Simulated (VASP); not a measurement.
The system is TiC.

```
Ti C
1.0
     0.00000    2.16572    2.16572
     2.16572    0.00000    2.16572
     2.16572    2.16572    0.00000
Ti C
1 1
Direct
  0.00000 0.00000 0.00000
  0.50000 0.50000 0.50000
```

- Program: VASP 6.6.1
- Task: relaxation of cell and atoms
- Functional: PBEsol
- Dispersion: D3(BJ)
- Potentials or basis: VASP PAW PBE potentials, release 64 (Ti_sv, C)
- Cutoff: 600 eV
- k mesh: 11 × 11 × 11
- Occupations: fermi-dirac, width 0.05 eV
- Spin: no spin polarisation

At the start: pressure -13.1 GPa; volume 10.16 Å³/atom.

Question: Where does the relaxation end?

Answer: Over 3 steps the energy falls by 21.8 meV/atom and the volume is 9.65 Å³/atom (-5.0 %); space group Fm-3m (No. 225, to 0.05 Å).

Step by step:
```
step  energy change (eV)  largest force (eV/Å)  pressure (GPa)  volume (Å³)
   1              0.0000                0.0000          -13.06        20.32
   2              0.0442                0.0000           22.69        17.98
   3             -0.0436                0.0000           -0.04        19.31
```

Final structure:
```
Ti C
1.0
     0.00000    2.12933    2.12933
     2.12933    0.00000    2.12933
     2.12933    2.12933    0.00000
Ti C
1 1
Cartesian
  0.0000 0.0000 0.0000
  2.1293 2.1293 2.1293
```

Caveat: the PAW data sets were made with another functional, which shifts forces and pressure a little; pairwise dispersion overbinds metals, which lowers pressure and volume.
